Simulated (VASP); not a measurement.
# SiGe: single point with LDA

Crystal: SiGe.

```
Si Ge
1.0
     3.86949    0.00000    0.00000
    -1.93475    3.35108    0.00000
     0.00000    0.00000    6.39475
Si Ge
2 2
Cartesian
  1.9347 1.1170 5.5922
  0.0000 2.2341 2.3949
  1.9347 1.1170 3.2505
  0.0000 2.2341 0.0532
```

This cell differs from its parent crystal: atoms shifted along a free coordinate.

```
Program             : VASP 6.6.1
Task                : single point
Functional          : LDA
Potentials or basis : VASP PAW LDA potentials, release 64 (Si, Ge_d)
Cutoff              : 520 eV
k mesh              : 12 × 12 × 6
Occupations         : gaussian, width 0.03 eV
Spin                : no spin polarisation
```

```json
{
  "Pressure": "0.1 GPa",
  "Largest force": "0.668 eV/Å",
  "Band gap on the k mesh": "0.18 eV (least direct gap 0.41 eV)"
}
```

Forces on the atoms (eV/Å):
```
Si   0.000  0.000  0.668
Si   0.000  0.000  0.668
Ge   0.000  0.000 -0.668
Ge   0.000  0.000 -0.668
```

Stress tensor (GPa, compression positive):
```
-0.94  0.00  0.00
 0.00 -0.94  0.00
 0.00  0.00  2.23
```

Levels at points of the mesh, in eV from the valence-band top:
```csv
k point,band 15,band 16,band 17,band 18,band 19,band 20,band 21,band 22
"(0.00, 0.00, 0.00)",-1.71,-0.75,0.00,0.00,0.41,1.45,1.82,1.82
"(0.50, 0.00, 0.00)",-5.13,-3.40,-3.34,-1.56,0.24,1.90,2.82,2.96
"(0.00, 0.00, 0.50)",-1.07,-1.07,-1.07,-1.07,1.22,1.22,2.97,2.97
"(0.50, 0.00, 0.50)",-2.91,-2.91,-2.65,-2.65,0.42,0.42,1.72,1.72
```

Wall time 2.6 min on 1 thread of AMD EPYC 7R43 64-Core Processor (Zen 3) (shared host), peak memory 0.22 GiB.

Caveat: the cell differs from its parent crystal (atoms shifted along a free coordinate). A k mesh can miss the band edges.
